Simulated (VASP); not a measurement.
# CdTe (F-43m) in VASP: settings compared, part 2 of 2

VASP 6.6.1. Earlier steps stand in the parts before.

### Step 4. Dielectric tensor, PBEsol

INCAR

```
PREC     = Accurate       # precision mode
ENCUT    = 520            # plane-wave cutoff, eV
EDIFF    = 1E-8           # SCF threshold, eV
ISMEAR   = 0              # smearing method
SIGMA    = 0.01           # smearing width, eV
LREAL    = False          # projectors in reciprocal space
LASPH    = True           # aspherical terms in the spheres
NELM     = 80             # most SCF steps
ALGO     = Normal         # electronic algorithm
ISIF     = 2              # what is computed and relaxed
LWAVE    = False          # write WAVECAR
LCHARG   = False          # write CHGCAR
GGA      = PS             # functional
LEPSILON = True           # dielectric tensor by DFPT
```

KPOINTS

```
regular mesh
0
Gamma
  7 7 7
```

POSCAR

```
CdTe
1.0
    0.0000000000      3.2050000000      3.2050000000
    3.2050000000      0.0000000000      3.2050000000
    3.2050000000      3.2050000000      0.0000000000
Te Cd
1 1
Direct
    0.7500000000      0.7500000000      0.7500000000
    0.0000000000      0.0000000000      0.0000000000
```

Potentials or basis: VASP PAW PBE potentials, release 64 (Te, Cd).

Run with:

```bash
cat potpaw_PBE.64/Te/POTCAR potpaw_PBE.64/Cd/POTCAR > POTCAR
mpirun -np 1 vasp_std > vasp.out
```

OUTCAR:

```text
PREC = Accurate
   ENCUT = 520
   EDIFF = 1E-8
   ISMEAR = 0
   LREAL = False
   LASPH = True
   NELM = 80
   ISIF = 2
   GGA = PS
   LEPSILON = True

 ion  position               nearest neighbor table
   1  0.750  0.750  0.750-   2 2.78   2 2.78   2 2.78   2 2.78
   2  0.000  0.000  0.000-   1 2.78   1 2.78   1 2.78   1 2.78

  LATTYP: Found a face centered cubic cell.
 ALAT       =     6.4100000000

  Lattice vectors:

 A1 = (   0.0000000000,   3.2050000000,   3.2050000000)
 A2 = (   3.2050000000,   0.0000000000,   3.2050000000)
 A3 = (   3.2050000000,   3.2050000000,   0.0000000000)

Analysis of symmetry for initial positions (statically):
=====================================================================
 Subroutine PRICEL returns:
 Original cell was already a primitive cell.

 Routine SETGRP: Setting up the symmetry group for a
 face centered cubic supercell.

 Subroutine GETGRP returns: Found 24 space group operations
 (whereof 24 operations were pure point group operations)
 out of a pool of 48 trial point group operations.

The static configuration has the point symmetry T_d .

Analysis of symmetry for dynamics (positions and initial velocities):
=====================================================================
 Subroutine PRICEL returns:
 Original cell was already a primitive cell.

 Routine SETGRP: Setting up the symmetry group for a
 face centered cubic supercell.

 Subroutine GETGRP returns: Found 24 space group operations
 (whereof 24 operations were pure point group operations)
 out of a pool of 48 trial point group operations.

The dynamic configuration has the point symmetry T_d .

 Subroutine INISYM returns: Found 24 space group operations
[... 491 lines left out ...]

 HEAD OF MICROSCOPIC STATIC DIELECTRIC TENSOR (INDEPENDENT PARTICLE, excluding Hartree and local field effects)
 ------------------------------------------------------
          12.521631     0.000000     0.000000
           0.000000    12.521631     0.000000
           0.000000     0.000000    12.521631
 ------------------------------------------------------

 Free energy of the ion-electron system (eV)
  ---------------------------------------------------
  ---------------------------------------------------
  free energy    TOTEN  =        -2.13966705 eV

  energy without entropy =       -2.13966705

------------------------ aborting loop because EDIFF is reached ----------------------------------------

--------------------------------------- Ionic step        2  -------------------------------------------

------------------------ aborting loop because EDIFF is reached ----------------------------------------

--------------------------------------- Ionic step        3  -------------------------------------------

 Free energy of the ion-electron system (eV)
  ---------------------------------------------------
  ---------------------------------------------------
  free energy    TOTEN  =        -2.13966729 eV

  energy without entropy =       -2.13966729

------------------------ aborting loop because EDIFF is reached ----------------------------------------

 PIEZOELECTRIC TENSOR FIELD DIRECTION 3  (e Angst)
 -----------------------------------------------------------------------------
    -0.00159  2.68240  0.00000           (  0.00001 -0.08113  0.00000)
     2.68240 -0.00159  0.00000           ( -0.08113  0.00001  0.00000)
     0.00000  0.00000  0.00021           (  0.00000  0.00000 -0.00000)

 PIEZOELECTRIC TENSOR FIELD DIRECTION 3  (C/m^2)
 -----------------------------------------------------------------------------
    -0.00039  0.65271  0.00000
     0.65271 -0.00039  0.00000
     0.00000  0.00000  0.00005

 MACROSCOPIC STATIC DIELECTRIC TENSOR (including local field effects in DFT)
 ------------------------------------------------------
          12.089814     0.000000    -0.000000
           0.000000    12.089814    -0.000000
          -0.000000    -0.000000    12.089814
 ------------------------------------------------------

 PIEZOELECTRIC TENSOR (including local field effects)  for field in x, y, z        (e  Angst)
          XX          YY          ZZ          XY          YZ          ZX
  --------------------------------------------------------------------------------
  x     0.00000    -0.00000     0.00000     0.00000     2.71064     0.00000
  y    -0.00000    -0.00000     0.00000     0.00000     0.00000     2.71064
  z    -0.00000    -0.00000     0.00000     2.71064     0.00000     0.00000

 PIEZOELECTRIC TENSOR (including local field effects)  for field in x, y, z        (C/m^2)
          XX          YY          ZZ          XY          YZ          ZX
  --------------------------------------------------------------------------------
  x     0.00000    -0.00000     0.00000     0.00000     0.65958     0.00000
  y    -0.00000    -0.00000     0.00000     0.00000     0.00000     0.65958
  z    -0.00000    -0.00000     0.00000     0.65958     0.00000     0.00000

 BORN EFFECTIVE CHARGES (including local field effects) (in |e|, cummulative output)
 ---------------------------------------------------------------------------------
 ion    1
    1    -2.25982     0.00000     0.00000
    2    -0.00000    -2.25982     0.00000
    3    -0.00000    -0.00000    -2.25982
 ion    2
    1     2.25982    -0.00000    -0.00000
    2     0.00000     2.25982    -0.00000
    3     0.00000     0.00000     2.25982
```

OSZICAR:

```text
N       E                     dE             d eps       ncg     rms          rms(c)
DAV:   1     0.101439977955E+03    0.10144E+03   -0.82844E+03   520   0.120E+03
[... 13 lines left out ...]
RMM:   7    -0.213955355608E+01   -0.15572E-02   -0.28217E-05  2635   0.328E-02    0.610E-03
RMM:   8    -0.213959830491E+01   -0.44749E-04   -0.39511E-06  2798   0.632E-03    0.129E-03
RMM:   9    -0.213966031286E+01   -0.62008E-04   -0.24877E-07  2445   0.343E-03    0.335E-04
RMM:  10    -0.213967127511E+01   -0.10962E-04    0.28066E-06  2771   0.499E-04    0.131E-04
RMM:  11    -0.213966906037E+01    0.22147E-05    0.17621E-07  2513   0.305E-04    0.375E-05
RMM:  12    -0.213966814340E+01    0.91697E-06   -0.25988E-07  1725   0.763E-05    0.146E-05
RMM:  13    -0.213966728602E+01    0.85738E-06   -0.20560E-09  1152   0.529E-05    0.315E-06
```

Wall time 4 min (1 thread of AMD EPYC 9R14 (Zen 4), shared host); peak memory 0.3 GiB.

What came out:

```
Band gap on the k mesh                  : 0.76 eV, direct
Electronic dielectric tensor (diagonal) : 12.09
Born charges (mean of the diagonal)     : Te -2.26; Cd +2.26 e
```

Electronic dielectric tensor:
```
12.09  0.00  0.00
 0.00 12.09  0.00
 0.00  0.00 12.09
```

Born effective charge tensors (e):
atom 1, Te
```
-2.26  0.00  0.00
 0.00 -2.26  0.00
 0.00  0.00 -2.26
```
atom 2, Cd
```
2.26 0.00 0.00
0.00 2.26 0.00
0.00 0.00 2.26
```

Caveat: the PAW data sets were made with another functional, which shifts forces and pressure a little; spin-orbit coupling is left out, which moves the levels of the heavy elements.

### Step 5. Elastic constants, PBE

INCAR

```
ALGO = Normal ; EDIFF = 1E-8
ENCUT = 600 ; GGA = PE
IBRION = 6 ; ISIF = 3
ISMEAR = 0 ; LASPH = True
LCHARG = False ; LREAL = False
LWAVE = False ; NBANDS = 16
NELM = 80 ; NFREE = 2
NSW = 1 ; POTIM = 0.015
PREC = Accurate ; SIGMA = 0.01
```

KPOINTS

```
k-points
0
Gamma
  5 5 5
```

POSCAR is that of step 4.

Run with:

```bash
cat potpaw_PBE.64/Te/POTCAR potpaw_PBE.64/Cd/POTCAR > POTCAR
mpirun -np 1 vasp_std > vasp.out
```

Wall time 3 min (1 thread of Intel Xeon 6975P-C (Granite Rapids), shared host); peak memory 0.26 GiB.

It converged, with:

| Item | Value |
| --- | --- |
| Elastic constants C11, C12, C44 | 59, 46, 17 GPa |
| Voigt bulk modulus | 51 GPa |
| Highest phonon frequency at Γ, LO-TO splitting left out | 155 cm⁻¹ |

Phonon frequencies in cm⁻¹ (negative: imaginary):
```
              q point        frequencies
(0.000, 0.000, 0.000)  0 0 0 155 155 155
```

Elastic tensor in Voigt notation (GPa, in the Cartesian axes of the cell as first typed):
```
59 46 46  0  0  0
46 59 46  0  0  0
46 46 59  0  0  0
 0  0  0 17  0  0
 0  0  0  0 17  0
 0  0  0  0  0 17
```

Clamped-ion elastic tensor (GPa):
```
59 46 46  0  0  0
46 59 46  0  0  0
46 46 59  0  0  0
 0  0  0 46  0  0
 0  0  0  0 46  0
 0  0  0  0  0 46
```

Caveat: the cell is under stress, which shifts elastic constants; spin-orbit coupling is left out, which moves the levels of the heavy elements.
